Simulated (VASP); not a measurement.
Here is a VASP 6.6.1 calculation.

Contents of INCAR:

```
SYSTEM = TaN
PREC = Accurate ; ENCUT = 600
EDIFF = 1E-6 ; ISMEAR = 0
SIGMA = 0.05 ; LREAL = .FALSE.
LASPH = .TRUE. ; NELM = 150
ALGO = Normal ; ISIF = 4
LWAVE = .FALSE. ; LCHARG = .FALSE.
ISPIN = 2 ; MAGMOM = 0.05 -0.05 -0.05 0 0 0
LORBIT = 11 ; LMAXMIX = 4
GGA = PS ; IBRION = 2
NSW = 60 ; EDIFFG = -0.02
```

Contents of KPOINTS:

```
regular mesh
0
G
  6 6 8
  0 0 0
```

The input POSCAR:

```
TaN
1.0
    5.1803463499      0.0000000000      0.0000000000
   -2.5901731750      4.4863115394      0.0000000000
    0.0000000000      0.0000000000      2.9132277698
Ta N
3 3
Direct
    0.0000000000      0.0000000000      0.0000000000
    0.3333333333      0.6666666667      0.5000000000
    0.6666666667      0.3333333333      0.5000000000
    0.5000000000      0.0000000000      0.0000000000
    0.5000000000      0.5000000000      0.0000000000
    0.0000000000      0.5000000000      0.0000000000
```

Potentials or basis: VASP PAW PBE potentials, release 64 (Ta_pv, N).

Launch:

```sh
$ cat potpaw_PBE.64/Ta_pv/POTCAR potpaw_PBE.64/N/POTCAR > POTCAR
$ mpirun -np 1 vasp_std > vasp.out
```

(1) Estimate the net moment.

(2) Predict the band gap on the k mesh.

## Answers

(1) 0.00 μB per cell.

(2) zero (filled and empty bands overlap).

Caveat: spin-orbit coupling is left out, which moves the levels of the heavy elements.
